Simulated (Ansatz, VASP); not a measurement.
## Yb: VASP beside Ansatz

```
Yb
1.0
     0.00000    2.74310    2.74310
     2.74310    0.00000    2.74310
     2.74310    2.74310    0.00000
Yb
1
Direct
  0.00000 0.00000 0.00000
```

Alike in both runs: task single point; functional PBE; k mesh 7 × 7 × 7; occupations fermi-dirac, width 0.05 eV; collinear spin; fixed moment 0.5 μB.

```csv
,VASP,Ansatz
version,VASP 6.6.1,Ansatz 0.2.0
potentials or method,"VASP PAW PBE potentials, release 64 (Yb)",Ansatz PAW
plane-wave cutoff (eV),520,420
valence electrons in the cell,24,24
```

VASP gave:

```
pressure (GPa)                                                : 0.9
net moment per atom (μB)                                      : 0.50
size of the moment on the site where the two differ most (μB) : 0.24
```

Question: What did Ansatz give for the same quantities?

Answer: Pressure (GPa): -2.0; net moment per atom (μB): 0.50; size of the moment on the site where the two differ most (μB): 0.31.

Site moments also hang on the region over which each program counts them.

Spin-orbit coupling is off throughout.
